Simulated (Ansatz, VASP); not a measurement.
**BiTe: VASP beside Ansatz**

```xyz
2
Lattice="3.9133 0.0000 0.0000 0.0000 3.9133 0.0000 0.0000 0.0000 3.9133" Properties=species:S:1:pos:R:3 pbc="T T T"
Bi    0.0000    0.0000    0.0000
Te    1.9567    1.9567    1.9567
```

Alike in both runs: task single point; functional r2SCAN; k mesh 10 × 10 × 10; occupations gaussian, width 0.05 eV; no spin polarisation.

|  | VASP | Ansatz |
| --- | --- | --- |
| version | VASP 6.6.1 | Ansatz 0.2.0 |
| potentials or method | VASP PAW PBE potentials, release 64 (Bi_d, Te), cutoff 520 eV | scalar-relativistic, plane waves, PAW |
| valence electrons in the cell | 21 | 31 |

|  | VASP | Ansatz | Ansatz less VASP |
| --- | --- | --- | --- |
| gap on the k mesh at the Fermi level (eV) | none | none | - |
| pressure (GPa) | -0.4 | -0.4 | +0.01 |

VASP's potentials were made for PBE, not for r2SCAN. A gap of «none» marks a metal or a gap that the smearing closes. The functional is the same, so the differences come from potentials, cutoffs and numerics. VASP's potentials hold 21 valence electrons a cell and Ansatz's 31, so a difference there can come from the potentials and not from the codes.

Neither program's run includes spin-orbit coupling.
